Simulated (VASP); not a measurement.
# CaTeI3: single point with PBE

Crystal: CaTeI3.

```
Ca Te I
1.0
     5.87533    0.00000    0.00000
    -2.93767    5.08819    0.00000
     0.00000    0.00000    9.19149
Ca Te I
1 1 3
Cartesian
  0.0000 0.0000 1.3567
  0.0000 0.0000 7.3577
  0.0000 0.0000 4.6703
  0.0000 3.3921 1.4049
  2.9377 1.6961 1.4049
```

The cell was built from a structure type or drawn by symmetry, and may not be a known phase.

```json
{"Program": "VASP 6.6.1", "Task": "single point", "Functional": "PBE", "Potentials or basis": "VASP PAW PBE potentials, release 64 (Ca_sv, Te, I)", "Cutoff": "520 eV", "k mesh": "6 × 6 × 2", "Occupations": "gaussian, width 0.1 eV", "Spin": "no spin polarisation"}
```

The pressure is 0.0 GPa and the largest force is 0.028 eV/Å. The band gap on the k mesh is zero (an odd number of electrons rules out a gap without spin polarisation).

Forces on the atoms (eV/Å):
```
Ca   0.000  0.000 -0.011
Te   0.000  0.000 -0.009
I    0.000  0.000  0.028
I    0.000  0.000 -0.004
I    0.000  0.000 -0.004
```

Levels at points of the mesh, in eV from the Fermi level:
| k point | band 15 | band 16 | band 17 | band 18 | band 19 | band 20 | band 21 | band 22 | band 23 | band 24 |
| --- | --- | --- | --- | --- | --- | --- | --- | --- | --- | --- |
| (0.00, 0.00, 0.00) | -1.01 | -1.01 | -0.68 | -0.11 | -0.11 | 1.21 | 3.27 | 3.33 | 3.33 | 3.89 |
| (0.50, 0.00, 0.00) | -1.35 | -0.92 | -0.43 | -0.21 | -0.07 | 0.99 | 3.16 | 3.21 | 3.66 | 3.85 |
| (0.00, 0.00, 0.50) | -1.13 | -1.13 | -0.68 | 0.10 | 0.10 | 0.15 | 3.06 | 3.06 | 3.32 | 4.42 |
| (0.50, 0.00, 0.50) | -1.31 | -0.97 | -0.43 | -0.22 | -0.07 | 0.35 | 2.91 | 3.17 | 3.49 | 4.35 |

Run time: 2.6 min on 1 thread of Intel(R) Xeon(R) 6975P-C (Granite Rapids), on a shared host, peak memory 0.45 GiB.

Caveat: spin-orbit coupling is left out, which moves the levels of the heavy elements; an odd number of electrons without spin polarisation forces a metal; a magnetic or distorted state may lie lower.
